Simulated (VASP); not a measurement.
# LiV (P6_3mc) in VASP: relaxation of cell and atoms with PBE

Aim: the relaxation of cell and atoms of LiV with PBE.

All numbers are computed with VASP 6.6.1; they aren't measurements. Logs are shortened: lines on timing, memory, paths and dates and some standing lists are left out, and cuts for length are marked.

## 1. The cell of the first run

The structure is hexagonal, space group P6_3mc (No. 186). Conventional cell: a = 3.411 Å, b = 3.411 Å, c = 5.462 Å, α = 90.00°, β = 90.00°, γ = 120.00°. Li (site symmetry 3m) has 4 V at 2.07 to 2.09 Å within 2.7 Å. V (site symmetry 3m) has 4 Li at 2.07 to 2.09 Å within 2.7 Å.

## 2. Relaxation of cell and atoms, PBE, collinear spin, ferromagnetic start

File INCAR:

```
SYSTEM = LiV
ALGO     = Normal         ! electronic algorithm
EDIFF    = 1E-7           ! SCF threshold, eV
EDIFFG   = -0.04          ! ionic threshold
ENCUT    = 600            ! plane-wave cutoff, eV
GGA      = PE             ! functional
IBRION   = 2              ! ionic algorithm
ISIF     = 3              ! what is computed and relaxed
ISMEAR   = 0              ! smearing method
ISPIN    = 2              ! spin polarisation
LASPH    = .True.         ! aspherical terms in the spheres
LCHARG   = .False.        ! write CHGCAR
LMAXMIX  = 4              ! l up to which the mixer works
LORBIT   = 11             ! projections on sites
LREAL    = .False.        ! projectors in reciprocal space
LWAVE    = .False.        ! write WAVECAR
MAGMOM   = 0.17 0.17 1.87 1.87 ! initial moments
NELM     = 150            ! most SCF steps
NSW      = 90             ! ionic steps
PREC     = Accurate       ! precision mode
SIGMA    = 0.1            ! smearing width, eV
```

File KPOINTS:

```
k-points
0
Gamma
  6 6 4
  0 0 0
```

File POSCAR:

```
LiV
1.0
    3.4108439597      0.0000000000      0.0000000000
   -1.7054219798      2.9538775174      0.0000000000
    0.0000000000      0.0000000000      5.4623489776
Li V
2 2
Direct
    0.3333333333      0.6666666667      0.0000000000
    0.6666666667      0.3333333333      0.5000000000
    0.3333333333      0.6666666667      0.3821000000
    0.6666666667      0.3333333333      0.8821000000
```

Potentials or basis: VASP PAW PBE potentials, release 64 (Li_sv, V_sv).

Started as:

```
> cat potpaw_PBE.64/Li_sv/POTCAR potpaw_PBE.64/V_sv/POTCAR > POTCAR
> mpirun -np 1 vasp_std > vasp.out
```

OUTCAR:

```text
SYSTEM = LiV
   EDIFF = 1E-7
   EDIFFG = -0.04
   ENCUT = 600
   GGA = PE
   IBRION = 2
   ISIF = 3
   ISMEAR = 0
   ISPIN = 2
   LASPH = .True.
   LORBIT = 11
   LREAL = .False.
   NELM = 150
   NSW = 90
   PREC = Accurate

 ion  position               nearest neighbor table
   1  0.333  0.667  0.000-   4 2.07   4 2.07   4 2.07   3 2.09
   2  0.667  0.333  0.500-   3 2.07   3 2.07   3 2.07   4 2.09
   3  0.333  0.667  0.382-   2 2.07   2 2.07   2 2.07   1 2.09
   4  0.667  0.333  0.882-   1 2.07   1 2.07   1 2.07   2 2.09

  LATTYP: Found a hexagonal cell.
 ALAT       =     3.4108439597
 C/A-ratio  =     1.6014655147

  Lattice vectors:

 A1 = (   3.4108439597,   0.0000000000,   0.0000000000)
 A2 = (  -1.7054219798,   2.9538775174,   0.0000000000)
 A3 = (   0.0000000000,   0.0000000000,   5.4623489776)

Analysis of symmetry for initial positions (statically):
=====================================================================
 Subroutine PRICEL returns:
 Original cell was already a primitive cell.

 Routine SETGRP: Setting up the symmetry group for a
 hexagonal supercell.

 Subroutine GETGRP returns: Found 12 space group operations
 (whereof  6 operations were pure point group operations)
 out of a pool of 24 trial point group operations.

The static configuration has the point symmetry C_3v.
 The point group associated with its full space group is C_6v.

Analysis of symmetry for dynamics (positions and initial velocities):
=====================================================================
 Subroutine PRICEL returns:
 Original cell was already a primitive cell.

 Routine SETGRP: Setting up the symmetry group for a
 hexagonal supercell.

 Subroutine GETGRP returns: Found 12 space group operations
 (whereof  6 operations were pure point group operations)
 out of a pool of 24 trial point group operations.

The dynamic configuration has the point symmetry C_3v.
 The point group associated with its full space group is C_6v.

Analysis of structural, dynamic, and magnetic symmetry:
=====================================================================
 Subroutine PRICEL returns:
 Original cell was already a primitive cell.

 Routine SETGRP: Setting up the symmetry group for a
 hexagonal supercell.

[... 105 lines left out ...]
   EDIFF  = 0.1E-06   stopping-criterion for ELM
   LREAL  =      F    real-space projection
   EDIFFG = -.4E-01   stopping-criterion for IOM
   NSW    =     90    number of steps for IOM
   IBRION =      2    ionic relax: 0-MD 1-quasi-New 2-CG
   NFREE  =      1    steps in history (QN), initial steepest desc. (CG)
   ISIF   =      3    stress and relaxation
   ISYM   =      2    0-nonsym 1-usesym 2-fastsym
   POTIM  = 0.5000    time-step for ionic-motion
   TEBEG  =    0.0;   TEEND  =   0.0 temperature during run
   PSTRESS=    0.0 pullay stress
   NELECT =      32.0000    total number of electrons
   NUPDOWN=      -1.0000    fix difference up-down
   EMIN   =  10.00;   EMAX   =-10.00  energy-range for DOS
   EFERMI =   0.00;   METHOD = LEGACY
   ISMEAR =     0;   SIGMA  =   0.10  broadening in eV -4-tet -1-fermi 0-gaus
   EFERMI_NEDOS =   21; number of points for ismear=-14 and -15
   IALGO  =     38    algorithm
   IMIX   =      4    mixing-type and parameters
     AMIX     =   0.40;   BMIX     =  1.00
     AMIX_MAG =   1.60;   BMIX_MAG =  1.00
  volume/ion in A,a.u.               =      13.76        92.85
  Fermi-wavevector in a.u.,A,eV,Ry     =   1.366407  2.582136 25.403021  1.867069
  Thomas-Fermi vector in A             =   2.492551
   LORBIT       =     11    0 simple, 1 ext, 2 COOP (PROOUT), +10 PAW based schemes
   GGA     = PE    functional components
   LHFCALC =     F    Hartree Fock is set to
   AEXX    =    0.0000 exact exchange contribution
   IVDW    =     0    specifies the selected vdW correction
   LEPSILON=     F    determine dielectric tensor
   LRPA    =     F    only Hartree local field effects (RPA)
 conjugate gradient relaxation of ions
 spin polarized calculation
 Gauss-broadening in eV      SIGMA  =   0.10
  energy-cutoff  :      600.00
  volume of cell :       55.03
 maximum number of plane-waves:      1862
 NGX is ok and might be reduce to    28
   NGX = 13   NGY = 13   NGZ = 21

--------------------------------------- Ionic step        1  -------------------------------------------

 number of electron      32.0000001 magnetization       5.1724775

 Free energy of the ion-electron system (eV)
  ---------------------------------------------------
  ext. energy  EPLUGINS =         0.00000000
  ---------------------------------------------------
  free energy    TOTEN  =       -12.27552721 eV

  energy without entropy =      -12.24731156  energy(sigma->0) =      -12.26141939

 E-fermi :   5.7035     XC(G=0): -10.4309

 val. band max:        5.6970416667   @ k =   0.1667   0.0000   0.2500
 cond. band min:       5.7235625320   @ k =   0.3333   0.3333   0.2500
 fundamental gap:      0.0265208653
 Fermi energy:         5.7035243902
[... 2222 lines left out ...]
  FREE ENERGIE OF THE ION-ELECTRON SYSTEM (eV)
  ---------------------------------------------------
  free  energy   TOTEN  =       -13.8156702889 eV

  energy  without entropy=      -13.7835528501  energy(sigma->0) =      -13.79961157

[... ionic steps 4 to 21 ...]

--------------------------------------- Ionic step       22  -------------------------------------------

 number of electron      32.0000002 magnetization       8.0541365

------------------------ aborting loop because EDIFF is reached ----------------------------------------
[... 71 lines left out ...]
--------------------------------------- Ionic step       24  -------------------------------------------

 number of electron      32.0000015 magnetization       8.0634160

 Free energy of the ion-electron system (eV)
  ---------------------------------------------------
  ext. energy  EPLUGINS =         0.00000000
  ---------------------------------------------------
  free energy    TOTEN  =       -15.02651304 eV

  energy without entropy =      -15.01232427  energy(sigma->0) =      -15.01941865

 E-fermi :   2.9853     XC(G=0):  -8.6817

 val. band max:        2.9675573304   @ k =   0.5000   0.0000   0.2500
 cond. band min:       3.0151943365   @ k =   0.1667   0.0000   0.5000
 fundamental gap:      0.0476370061
 Fermi energy:         2.9853200542
[... 1084 lines left out ...]
  FREE ENERGIE OF THE ION-ELECTRON SYSTEM (eV)
  ---------------------------------------------------
  free  energy   TOTEN  =       -15.0265130372 eV

  energy  without entropy=      -15.0123242680  energy(sigma->0) =      -15.01941865

 reached required accuracy - stopping structural energy minimisation

 total charge

# of ion       s       p       d       tot
------------------------------------------
    1        2.044   0.094   0.000   2.138
    2        2.044   0.094   0.000   2.138
    3        2.268   6.041   3.062  11.372
    4        2.268   6.041   3.062  11.372
--------------------------------------------------
tot          8.625  12.271   6.125  27.021

 magnetization (x)

# of ion       s       p       d       tot
------------------------------------------
    1        0.023   0.047   0.000   0.070
    2        0.023   0.047   0.000   0.070
    3        0.030   0.053   2.910   2.994
    4        0.030   0.053   2.910   2.994
--------------------------------------------------
tot          0.106   0.202   5.821   6.128
```

OSZICAR:

```text
N       E                     dE             d eps       ncg     rms          rms(c)
DAV:   1     0.442367696973E+03    0.44237E+03   -0.20191E+04  1848   0.179E+03
DAV:   2     0.971325288470E+01   -0.43265E+03   -0.42483E+03  1890   0.565E+02
DAV:   3    -0.114952632823E+02   -0.21209E+02   -0.20151E+02  3310   0.115E+02
[... 367 lines left out ...]
DAV:   4    -0.150269289070E+02    0.24580E-02   -0.16477E-02  2354   0.860E-01    0.285E-01
DAV:   5    -0.150264675188E+02    0.46139E-03   -0.45236E-03  2322   0.542E-01    0.665E-02
DAV:   6    -0.150265104536E+02   -0.42935E-04   -0.37275E-04  2416   0.160E-01    0.342E-02
DAV:   7    -0.150265149195E+02   -0.44659E-05   -0.63946E-05  2320   0.594E-02    0.149E-02
DAV:   8    -0.150265131300E+02    0.17894E-05   -0.68023E-06  2348   0.198E-02    0.470E-03
DAV:   9    -0.150265130372E+02    0.92823E-07   -0.79268E-07  1934   0.725E-03
  24 F= -.15026513E+02 E0= -.15019419E+02  d E =-.111172E-01  mag=     8.0634
```

Wall time 13 min (1 thread of AMD EPYC 9R45 (Zen 5), shared host); peak memory 0.22 GiB.

What came out:

| Item | Value |
| --- | --- |
| Free energy | -15.0265 eV |
| Relaxed volume | 20.84 Å³/atom |
| Relaxed cell | a = 4.315 Å, b = 4.315 Å, c = 5.170 Å, α = 90.00°, β = 90.00°, γ = 120.00° |
| Space group after relaxing (to 0.1 Å) | P6_3/mmc (No. 194) |
| Energy gained by relaxing | 687.7 meV/atom |
| Ionic steps | 24 |
| Pressure after relaxing | 0.2 GPa |
| Largest force after relaxing | 0.023 eV/Å |
| Net moment | 8.06 μB per cell |
| Site moments | Li +0.07; V +2.99 μB |
| Valence electrons inside the program's atomic spheres | Li 2.14; V 11.37 |

Forces on the atoms (eV/Å):
```
Li   0.000  0.000  0.023
Li   0.000  0.000  0.023
V    0.000  0.000 -0.023
V    0.000  0.000 -0.023
```

The path:
| step | energy change (eV) | largest force (eV/Å) | pressure (GPa) | volume (Å³) |
| --- | --- | --- | --- | --- |
| 1 | 0.0000 | 0.0937 | 18.09 | 55.03 |
| 2 | -1.1264 | 0.2815 | 8.87 | 68.35 |
| 3 | -1.5401 | 0.4256 | -2.45 | 99.24 |
| 4 | -1.6305 | 0.4116 | -0.27 | 89.56 |
| 5 | -1.6315 | 0.4085 | 0.04 | 88.51 |
| 6 | -1.6753 | 0.3514 | -0.20 | 89.17 |
| 7 | -1.8112 | 0.2509 | -0.94 | 91.12 |
| 8 | -2.1059 | 0.1697 | -2.38 | 94.98 |
| 9 | -2.1896 | 0.6307 | -3.92 | 102.47 |
| 10 | -2.2889 | 0.0376 | -3.32 | 98.01 |
| 11 | -2.3204 | 0.2422 | -3.84 | 100.54 |
| 12 | -2.3286 | 0.1036 | -3.67 | 99.51 |
| 13 | -2.3445 | 0.1330 | -3.68 | 99.44 |
| 14 | -2.3793 | 0.2365 | -3.68 | 99.22 |
| 15 | -2.3792 | 0.5316 | -3.52 | 98.71 |
| 16 | -2.3928 | 0.3474 | -3.63 | 99.01 |
| 17 | -2.4156 | 0.3430 | -3.53 | 98.35 |
| 18 | -2.4803 | 0.3272 | -3.21 | 96.38 |
| 19 | -2.5922 | 0.2841 | -2.44 | 92.52 |
| 20 | -2.7271 | 0.1396 | -0.37 | 85.09 |
| 21 | -2.7392 | 0.0344 | 0.90 | 81.74 |
| 22 | -2.7399 | 0.0586 | 0.62 | 82.42 |
| 23 | -2.7465 | 0.0454 | 0.45 | 82.79 |
| 24 | -2.7510 | 0.0225 | 0.21 | 83.37 |

Final structure:
```cif
data_structure
_symmetry_space_group_name_H-M 'P 1'
_symmetry_Int_Tables_number 1
_cell_length_a 4.3150
_cell_length_b 4.3150
_cell_length_c 5.1704
_cell_angle_alpha 90.000
_cell_angle_beta 90.000
_cell_angle_gamma 120.000
_cell_volume 83.37
loop_
_atom_site_label
_atom_site_type_symbol
_atom_site_fract_x
_atom_site_fract_y
_atom_site_fract_z
_atom_site_occupancy
Li1 Li 0.33333 0.66667 0.94049 1
Li2 Li 0.66667 0.33333 0.44049 1
V1 V 0.33333 0.66667 0.44161 1
V2 V 0.66667 0.33333 0.94161 1
```

Caveat: the cutoff is under 1.25 times the usual one of these potentials, so pressure, stress and relaxed cells hold a basis-set (Pulay) error; the volume moved by over 15 % at a fixed basis, so the end points are rough; the highest band is partly filled, so the run has too few bands.
